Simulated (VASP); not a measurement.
# Tc (P6_3/mmc) in VASP: a series of runs, part 3 of 3

VASP 6.6.1. The steps go on from the part before.

### Step 4. Electric field gradients, LDA (zz strain of -1 %)

INCAR reads:

```
SYSTEM = Tc
  PREC = Accurate
  ENCUT = 520
  EDIFF = 1E-8
  ISMEAR = -1
  SIGMA = 0.08
  LREAL = .False.
  LASPH = .True.
  NELM = 100
  ALGO = Normal
  ISIF = 2
  LWAVE = .False.
  LCHARG = .False.
  LEFG = .True.
  NBANDS = 20
```

KPOINTS reads:

```
regular mesh
0
Gamma
  17 17 9
  0 0 0
```

POSCAR reads:

```
Tc
1.0
    2.7400001704      0.0000000000      0.0000000000
   -1.3700000852      2.3729097540      0.0000000000
    0.0000000000      0.0000000000      4.3540200000
Tc
2
Direct
    0.3333333333      0.6666666667      0.2500000000
    0.6666666667      0.3333333333      0.7500000000
```

Potentials or basis: VASP PAW LDA potentials, release 64 (Tc_pv).

Run with:

```bash
> cat potpaw_LDA.64/Tc_pv/POTCAR > POTCAR
> mpirun -np 1 vasp_std > vasp.out
```

OUTCAR:

```text
SYSTEM = Tc
   PREC = Accurate
   ENCUT = 520
   EDIFF = 1E-8
   ISMEAR = -1
   LREAL = .False.
   LASPH = .True.
   NELM = 100
   ISIF = 2

 ion  position               nearest neighbor table
   1  0.333  0.667  0.250-   2 2.69   2 2.69   2 2.69   2 2.69   2 2.69   2 2.69
   2  0.667  0.333  0.750-   1 2.69   1 2.69   1 2.69   1 2.69   1 2.69   1 2.69

  LATTYP: Found a hexagonal cell.
 ALAT       =     2.7400001704
 C/A-ratio  =     1.5890582953

  Lattice vectors:

 A1 = (   2.7400001704,   0.0000000000,   0.0000000000)
 A2 = (  -1.3700000852,   2.3729097540,   0.0000000000)
 A3 = (   0.0000000000,   0.0000000000,   4.3540200000)

Analysis of symmetry for initial positions (statically):
=====================================================================
 Subroutine PRICEL returns:
 Original cell was already a primitive cell.

 Routine SETGRP: Setting up the symmetry group for a
 hexagonal supercell.

 Subroutine GETGRP returns: Found 24 space group operations
 (whereof 12 operations were pure point group operations)
 out of a pool of 24 trial point group operations.

The static configuration has the point symmetry D_3d.
 The point group associated with its full space group is D_6h.

Analysis of symmetry for dynamics (positions and initial velocities):
=====================================================================
 Subroutine PRICEL returns:
 Original cell was already a primitive cell.

 Routine SETGRP: Setting up the symmetry group for a
 hexagonal supercell.

 Subroutine GETGRP returns: Found 24 space group operations
 (whereof 12 operations were pure point group operations)
 out of a pool of 24 trial point group operations.

The dynamic configuration has the point symmetry D_3d.
 The point group associated with its full space group is D_6h.

 Subroutine INISYM returns: Found 24 space group operations
 (whereof 12 operations are pure point group operations),
 and found     1 'primitive' translations

----------------------------------------------------------------------------------------

                                     Primitive cell

  volume of cell :      28.3089

  direct lattice vectors                    reciprocal lattice vectors
     2.740000170  0.000000000  0.000000000     0.364963481  0.210711764  0.000000000
    -1.370000085  2.372909754  0.000000000     0.000000000  0.421423528  0.000000000
     0.000000000  0.000000000  4.354020000     0.000000000  0.000000000  0.229672808

  length of vectors
     2.740000170  2.740000170  4.354020000     0.421423528  0.421423528  0.229672808

  position of ions in fractional coordinates (direct lattice)
     0.333333333  0.666666667  0.250000000
     0.666666667  0.333333333  0.750000000

  ion indices of the primitive-cell ions
   primitive index   ion index
                 1           1
                 2           2

----------------------------------------------------------------------------------------

 KPOINTS: regular mesh

Automatic generation of k-mesh.
 Grid dimensions read from file:
 generate k-points for:   17   17    9

 Generating k-lattice:

[... 63 lines left out ...]
   EDIFFG = 0.1E-06   stopping-criterion for IOM
   NSW    =      0    number of steps for IOM
   IBRION =     -1    ionic relax: 0-MD 1-quasi-New 2-CG
   NFREE  =      0    steps in history (QN), initial steepest desc. (CG)
   ISIF   =      2    stress and relaxation
   ISYM   =      2    0-nonsym 1-usesym 2-fastsym
   POTIM  = 0.5000    time-step for ionic-motion
   TEBEG  =    0.0;   TEEND  =   0.0 temperature during run
   PSTRESS=    0.0 pullay stress
   NELECT =      26.0000    total number of electrons
   NUPDOWN=      -1.0000    fix difference up-down
   EMIN   =  10.00;   EMAX   =-10.00  energy-range for DOS
   EFERMI =   0.00;   METHOD = LEGACY
   ISMEAR =    -1;   SIGMA  =   0.08  broadening in eV -4-tet -1-fermi 0-gaus
   EFERMI_NEDOS =   21; number of points for ismear=-14 and -15
   IALGO  =     38    algorithm
   IMIX   =      4    mixing-type and parameters
     AMIX     =   0.40;   BMIX     =  1.00
     AMIX_MAG =   1.60;   BMIX_MAG =  1.00
  volume/ion in A,a.u.               =      14.15        95.52
  Fermi-wavevector in a.u.,A,eV,Ry     =   1.591324  3.007166 34.454185  2.532311
  Thomas-Fermi vector in A             =   2.689882
   LORBIT       =      0    0 simple, 1 ext, 2 COOP (PROOUT), +10 PAW based schemes
   GGA     = CA    functional components
   LHFCALC =     F    Hartree Fock is set to
   AEXX    =    0.0000 exact exchange contribution
   IVDW    =     0    specifies the selected vdW correction
   LEPSILON=     F    determine dielectric tensor
   LRPA    =     F    only Hartree local field effects (RPA)
 non-spin polarized calculation
  energy-cutoff  :      520.00
  volume of cell :       28.31
 maximum number of plane-waves:       780
   NGX = 11   NGY = 11   NGZ = 17

 number of electron      25.9999999 magnetization

 Free energy of the ion-electron system (eV)
  ---------------------------------------------------
  ext. energy  EPLUGINS =         0.00000000
  ---------------------------------------------------
  free energy    TOTEN  =       -23.47053238 eV

  energy without entropy =      -23.42882269  energy(sigma->0) =      -23.44967753

 E-fermi :  12.6800     XC(G=0): -14.0889

 val. band max:       12.6587101167   @ k =   0.3529   0.0588   0.4444
 cond. band min:      12.6806242704   @ k =   0.1176   0.0588   0.1111
 fundamental gap:      0.0219141537
 Fermi energy:        12.6799563692

 k-point     1 :       0.0000    0.0000    0.0000
  band No.  band energies     occupation
      1     -26.6194      2.00000
      2     -25.4598      2.00000
      3     -25.4598      2.00000
      4     -25.2547      2.00000
      5     -25.2547      2.00000
      6     -25.1913      2.00000
[... 541 lines left out ...]
     19      23.5299      0.00000
     20      26.7967      0.00000

 [... further k-points ...]
[... 5 lines left out ...]
  --------------------------------------------------------------------------------------
  -------------------------------------------------------------------------------------
  Total       -1.6233963     -1.6233963     -1.3141887      0.0000000      0.0000000     -0.0000000
  in kB      -91.8782914    -91.8782914    -74.3782716      0.0000000      0.0000000     -0.0000000
  external PRESSURE =     -86.0449515 kB  Pullay stress =       0.0000000 kB

 VOLUME and BASIS-vectors are now :
 -----------------------------------------------------------------------------
  energy-cutoff  :      520.00
  volume of cell :       28.31
      direct lattice vectors                 reciprocal lattice vectors
     2.740000170  0.000000000  0.000000000     0.364963481  0.210711764  0.000000000
    -1.370000085  2.372909754  0.000000000     0.000000000  0.421423528  0.000000000
     0.000000000  0.000000000  4.354020000     0.000000000  0.000000000  0.229672808

 POSITION                                       TOTAL-FORCE (eV/Angst)
 -----------------------------------------------------------------------------------
     -0.00000      1.58194      1.08851        -0.000000      0.000000      0.000000
      1.37000      0.79097      3.26552         0.000000     -0.000000      0.000000
 -----------------------------------------------------------------------------------
    total drift:                               -0.000000      0.000000     -0.000000

  FREE ENERGIE OF THE ION-ELECTRON SYSTEM (eV)
  ---------------------------------------------------
  free  energy   TOTEN  =       -23.4705323783 eV

  energy  without entropy=      -23.4288226908  energy(sigma->0) =      -23.44967753

 Electric field gradients (V/A^2)
---------------------------------------------------------------------
 ion       V_xx      V_yy      V_zz      V_xy      V_xz      V_yz
---------------------------------------------------------------------
   1      10.100    10.102   -20.202     0.001     0.000    -0.000
   2      10.100    10.102   -20.202     0.001    -0.000     0.000
---------------------------------------------------------------------

 Electric field gradients after diagonalization (V/A^2)
 (convention: |V_zz| > |V_xx| > |V_yy|)
----------------------------------------------------------------------
 ion       V_xx      V_yy      V_zz     asymmetry (V_yy - V_xx)/ V_zz
----------------------------------------------------------------------
   1      10.103    10.099   -20.202       0.000
   2      10.103    10.099   -20.202       0.000
----------------------------------------------------------------------

           NMR quadrupolar parameters

 Cq : quadrupolar parameter    Cq=e*Q*V_zz/h
 eta: asymmetry parameters     (V_yy - V_xx)/ V_zz
 Q  : nuclear electric quadrupole moment in mb (millibarn)
----------------------------------------------------------------------
 ion       Cq(MHz)       eta       Q (mb)
----------------------------------------------------------------------
   1      -0.049       0.000       1.000
   2      -0.049       0.000       1.000
----------------------------------------------------------------------
```

stdout:

```text
POSCAR found type information on POSCAR Tc
 POSCAR found :  1 types and       2 ions
 scaLAPACK will be used
 LDA part: xc-table for (Slater(with rela. corr.)+CA(PZ))
 , standard interpolation
 POSCAR, INCAR and KPOINTS ok, starting setup
 FFT: planning ... GRIDC
 FFT: planning ... GRID_SOFT
 FFT: planning ... GRID
 WAVECAR not read
 entering main loop
ion   1

ion   2
```

Wall time 85 s (1 thread of Intel Xeon 8259CL, shared host); peak memory 0.19 GiB.

Results:

```yaml
Free_energy: -23.4705 eV
Pressure: -8.6 GPa
Band_gap_on_the_k_mesh: zero (bands 13 and 14 overlap by 3.04 eV)
Largest_electric_field_gradient_by_atom: Tc -20.2 V/Å²
```

Electric field gradients, principal values (V/Å²):
| atom | least | middle | greatest (by size) |
| --- | --- | --- | --- |
| 1 Tc | 10.099 | 10.103 | -20.202 |
| 2 Tc | 10.099 | 10.103 | -20.202 |

Caveat: the cell differs from its parent crystal (zz strain of -1 %); the cell stands under tension; without QUAD_EFG the Cq values of the log hold for a quadrupole moment of 1 mb, not for the nuclei.

### Step 5. Electric field gradients, LDA

This run uses another cell than the first one, of 14.30 Å³/atom.

INCAR reads:

```
SYSTEM = Tc
ALGO = Normal ; EDIFF = 1E-8
ENCUT = 520 ; ISIF = 2
ISMEAR = -1 ; LASPH = .TRUE.
LCHARG = .FALSE. ; LEFG = .TRUE.
LREAL = .FALSE. ; LWAVE = .FALSE.
NBANDS = 20 ; NELM = 100
PREC = Accurate ; SIGMA = 0.08
```

KPOINTS reads:

```
k-points
0
G
  17 17 9
  0 0 0
```

POSCAR, as its differences from that of step 4:

```diff
@@ -4,3 +4,3 @@
    -1.3700000852      2.3729097540      0.0000000000
-    0.0000000000      0.0000000000      4.3540200000
+    0.0000000000      0.0000000000      4.3980000000
 Tc
```

Potentials or basis: VASP PAW LDA potentials, release 64 (Tc_pv).

Run with:

```bash
> cat potpaw_LDA.64/Tc_pv/POTCAR > POTCAR
> mpirun -np 1 vasp_std > vasp.out
```

OUTCAR:

```text
SYSTEM = Tc
   EDIFF = 1E-8
   ENCUT = 520
   ISIF = 2
   ISMEAR = -1
   LASPH = .TRUE.
   LREAL = .FALSE.
   NELM = 100
   PREC = Accurate

 ion  position               nearest neighbor table
   1  0.333  0.667  0.250-   2 2.71   2 2.71   2 2.71   2 2.71   2 2.71   2 2.71
   2  0.667  0.333  0.750-   1 2.71   1 2.71   1 2.71   1 2.71   1 2.71   1 2.71

  LATTYP: Found a hexagonal cell.
 ALAT       =     2.7400001704
 C/A-ratio  =     1.6051093892

  Lattice vectors:

 A1 = (   2.7400001704,   0.0000000000,   0.0000000000)
 A2 = (  -1.3700000852,   2.3729097540,   0.0000000000)
 A3 = (   0.0000000000,   0.0000000000,   4.3980000000)
[... 765 lines left out ...]
  free  energy   TOTEN  =       -23.4527931915 eV

  energy  without entropy=      -23.4110377197  energy(sigma->0) =      -23.43191546

 Electric field gradients (V/A^2)
---------------------------------------------------------------------
 ion       V_xx      V_yy      V_zz      V_xy      V_xz      V_yz
---------------------------------------------------------------------
   1       8.232     8.233   -16.465     0.001     0.000    -0.000
   2       8.232     8.233   -16.465     0.001    -0.000     0.000
---------------------------------------------------------------------

 Electric field gradients after diagonalization (V/A^2)
 (convention: |V_zz| > |V_xx| > |V_yy|)
----------------------------------------------------------------------
 ion       V_xx      V_yy      V_zz     asymmetry (V_yy - V_xx)/ V_zz
----------------------------------------------------------------------
   1       8.234     8.231   -16.465       0.000
   2       8.234     8.231   -16.465       0.000
----------------------------------------------------------------------

           NMR quadrupolar parameters

 Cq : quadrupolar parameter    Cq=e*Q*V_zz/h
 eta: asymmetry parameters     (V_yy - V_xx)/ V_zz
 Q  : nuclear electric quadrupole moment in mb (millibarn)
----------------------------------------------------------------------
 ion       Cq(MHz)       eta       Q (mb)
----------------------------------------------------------------------
   1      -0.040       0.000       1.000
   2      -0.040       0.000       1.000
----------------------------------------------------------------------
```

OSZICAR:

```text
N       E                     dE             d eps       ncg     rms          rms(c)
DAV:   1     0.310957003674E+03    0.31096E+03   -0.16467E+04  6624   0.137E+03
DAV:   2    -0.172659807207E+02   -0.32822E+03   -0.32118E+03  6964   0.410E+02
DAV:   3    -0.249987726711E+02   -0.77328E+01   -0.76854E+01  7552   0.741E+01
DAV:   4    -0.250465938258E+02   -0.47821E-01   -0.47815E-01  7248   0.638E+00
DAV:   5    -0.250470487002E+02   -0.45487E-03   -0.45487E-03  7540   0.608E-01    0.205E+01
DAV:   6    -0.236247449233E+02    0.14223E+01   -0.27329E+00  7260   0.155E+01    0.611E+00
DAV:   7    -0.234659490731E+02    0.15880E+00   -0.37844E-01  7516   0.535E+00    0.882E-01
DAV:   8    -0.234527281135E+02    0.13221E-01   -0.10009E-02  6844   0.103E+00    0.124E-01
DAV:   9    -0.234527799051E+02   -0.51792E-04   -0.14604E-04  7560   0.102E-01    0.324E-02
DAV:  10    -0.234527932635E+02   -0.13358E-04   -0.15270E-05  7272   0.302E-02    0.731E-03
DAV:  11    -0.234527932288E+02    0.34707E-07   -0.63848E-07  7532   0.709E-03    0.101E-03
DAV:  12    -0.234527931919E+02    0.36922E-07   -0.44361E-08  7264   0.171E-03    0.186E-04
DAV:  13    -0.234527931915E+02    0.33742E-09   -0.19663E-09  3924   0.357E-04
   1 F= -.23452793E+02 E0= -.23431915E+02  d E =-.417555E-01
```

Run time: 1.8 min. Hardware: 1 thread of Intel Xeon 8259CL, shared host; peak memory 0.19 GiB.

Results:

```yaml
Free_energy: -23.4528 eV
Pressure: -11.6 GPa
Band_gap_on_the_k_mesh: zero (bands 13 and 14 overlap by 3.05 eV)
Largest_electric_field_gradient_by_atom: Tc -16.5 V/Å²
```

Electric field gradients, principal values (V/Å²):
```csv
atom,least,middle,greatest (by size)
1 Tc,8.231,8.234,-16.465
2 Tc,8.231,8.234,-16.465
```

Caveat: the cell stands under tension; without QUAD_EFG the Cq values of the log hold for a quadrupole moment of 1 mb, not for the nuclei.

### Step 6. The runs side by side

| cell | gap on the mesh (eV) | pressure (GPa) |
| --- | --- | --- |
| a = 2.684, b = 2.684, c = 4.308 Å, angles 90.0, 90.0, 120.0°, 2 atoms | none | 9.1 |
| a = 2.731, b = 2.731, c = 4.383 Å, angles 90.0, 90.0, 120.0°, 2 atoms | none | -8.7 |
| a = 2.740, b = 2.740, c = 4.354 Å, angles 90.0, 90.0, 120.0°, 2 atoms | none | -8.6 |
| a = 2.740, b = 2.740, c = 4.398 Å, angles 90.0, 90.0, 120.0°, 2 atoms | none | -11.6 |

Alike in all rows: task electric field gradients; level LDA; potentials or basis VASP PAW LDA potentials, release 64 (Tc_pv); no spin polarisation; k mesh 17 × 17 × 9; cutoff (eV) 520; smearing fermi-dirac 0.08 eV.

Caveats: the cell stands under tension (at least some runs); the cell stands under pressure (at least some runs).

Total energies depend on the potentials used, so only differences within one code and one set of settings carry meaning.

The gap in the log of VASP goes by the Fermi energy; the results here count the filled bands.